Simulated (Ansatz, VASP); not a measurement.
# HgTe: VASP beside Ansatz

INCAR

```
SYSTEM = HgTe
ALGO     = Normal         ! electronic algorithm
EDIFF    = 1E-7           ! SCF threshold, eV
ENCUT    = 520            ! plane-wave cutoff, eV
GGA      = CA             ! functional
ISIF     = 2              ! what is computed and relaxed
ISMEAR   = -1             ! smearing method
LASPH    = .True.         ! aspherical terms in the spheres
LCHARG   = .False.        ! write CHGCAR
LREAL    = .False.        ! projectors in reciprocal space
LWAVE    = .False.        ! write WAVECAR
NBANDS   = 16             ! bands
NELM     = 80             ! most SCF steps
PREC     = Accurate       ! precision mode
SIGMA    = 0.05           ! smearing width, eV
```

KPOINTS

```
k-points
0
Gamma
  10 10 10
  0 0 0
```

The input POSCAR:

```
HgTe
1.0
   -3.1053358708      3.1053358708      1.5899944314
    3.1053358708     -3.1053358708      1.5899944314
    3.1053358708      3.1053358708     -1.5899944314
Hg Te
1 1
Direct
    0.7500000000      0.2500000000      0.5000000000
    0.0000000000      0.0000000000      0.0000000000
```

Contents of input.yaml:

```yaml
crystal:
  lattice:
    - [-3.1053358708, 3.1053358708, 1.5899944314]
    - [3.1053358708, -3.1053358708, 1.5899944314]
    - [3.1053358708, 3.1053358708, -1.5899944314]
  atoms:
    - { symbol: Hg, position: [0.75, 0.25, 0.5] }
    - { symbol: Te, position: [0.0, 0.0, 0.0] }
hamiltonian:
  xc: lda
  pseudopotentials: { kind: paw }
kpoints:
  mp_grid: { grid: [10, 10, 10] }
scf:
  occupations: { method: fermi_dirac, width: 0.05 }
output:
  forces: true
  stress: true
  eigenvalues: true
```

Alike in both runs: task single point; functional LDA; k mesh 10 × 10 × 10; occupations fermi-dirac, width 0.05 eV; no spin polarisation.

```csv
,VASP,Ansatz
version,VASP 6.6.1,Ansatz 0.2.0
potentials or method,"VASP PAW LDA potentials, release 64 (Hg, Te)",Ansatz PAW
plane-wave cutoff (eV),520,420
valence electrons in the cell,18,36
```

VASP gave:

- gap on the k mesh at the Fermi level (eV): none
- pressure (GPa): -6.3
- traceless stress, the component that is largest in VASP (GPa): 2.02

Task: What did Ansatz give for the same quantities?

Result: gap on the k mesh at the Fermi level (eV): none; pressure (GPa): -6.5; traceless stress, the component that is largest in VASP (GPa): 1.98.

LDA's correlation is that of Perdew and Zunger in VASP and of Perdew and Wang (1992) in Ansatz. A gap of «none» marks a metal or a gap that the smearing closes. VASP's potentials hold 18 valence electrons a cell and Ansatz's 36, so a difference there can come from the potentials and not from the codes.

Neither program's run includes spin-orbit coupling.
